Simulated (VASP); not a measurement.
Wanted: the native input for a VASP 6.6.1 run.

| Property | Result |
| --- | --- |
| Task | single point |
| Functional | r2SCAN |
| Potentials or basis | VASP PAW PBE potentials, release 64 (La, H) |
| Cutoff | 520 eV |
| k mesh | 7 × 7 × 7 |
| Occupations | methfessel-paxton, width 0.1 eV |
| Spin | no spin polarisation |
| Dipole correction | no |
| Further INCAR settings | ALGO = Normal; EDIFF = 1e-07; NBANDS = 15 |

The system is LaH3.

```
CELL_PARAMETERS angstrom
0.00000 2.78648 2.78648
2.78648 0.00000 2.78648
2.78648 2.78648 0.00000
ATOMIC_POSITIONS crystal
La 0.00000 0.00000 0.00000
H 0.50000 0.50000 0.50000
H 0.75000 0.75000 0.75000
H 0.25000 0.25000 0.25000
```

The input as run:

POSCAR

```
LaH3
1.0
    0.0000000000      2.7864790000      2.7864790000
    2.7864790000      0.0000000000      2.7864790000
    2.7864790000      2.7864790000      0.0000000000
La H
1 3
Direct
    0.0000000000      0.0000000000      0.0000000000
    0.5000000000      0.5000000000      0.5000000000
    0.7500000000      0.7500000000      0.7500000000
    0.2500000000      0.2500000000      0.2500000000
```

INCAR.step1

```
SYSTEM = LaH3
  PREC = Accurate
  ENCUT = 520
  ISMEAR = 1
  SIGMA = 0.1
  LREAL = .FALSE.
  LASPH = .TRUE.
  NELM = 100
  NBANDS = 15
  GGA = PE
  ALGO = Normal
  EDIFF = 1E-4
  LWAVE = .TRUE.
  LCHARG = .FALSE.
```

INCAR.step2

```
SYSTEM = LaH3
  PREC = Accurate
  ENCUT = 520
  EDIFF = 1E-7
  ISMEAR = 1
  SIGMA = 0.1
  LREAL = .FALSE.
  LASPH = .TRUE.
  NELM = 100
  ALGO = Normal
  ISIF = 2
  LWAVE = .FALSE.
  LCHARG = .FALSE.
  METAGGA = R2SCAN
  LMIXTAU = .TRUE.
  NBANDS = 15
  ISTART = 1
```

KPOINTS

```
Automatic mesh
0
G
  7 7 7
  0 0 0
```

Potentials or basis: VASP PAW PBE potentials, release 64 (La, H).

Command:

```console
$ cat potpaw_PBE.64/La/POTCAR potpaw_PBE.64/H/POTCAR > POTCAR
$ cp INCAR.step1 INCAR
$ mpirun -np 1 vasp_std > vasp.out
$ cp INCAR.step2 INCAR
$ mpirun -np 1 vasp_std > vasp.out
```

It gave:

The pressure is -0.3 GPa and the band gap on the k mesh is 0.18 eV, indirect (least direct gap 0.28 eV).

Caveat: the PAW data sets were made with another functional, which shifts forces and pressure a little; spin-orbit coupling is left out, which moves the levels of the heavy elements.

Run time: 54 s on 1 thread of AMD EPYC 9R45 (Zen 5), with other jobs on the host, peak memory 0.15 GiB.
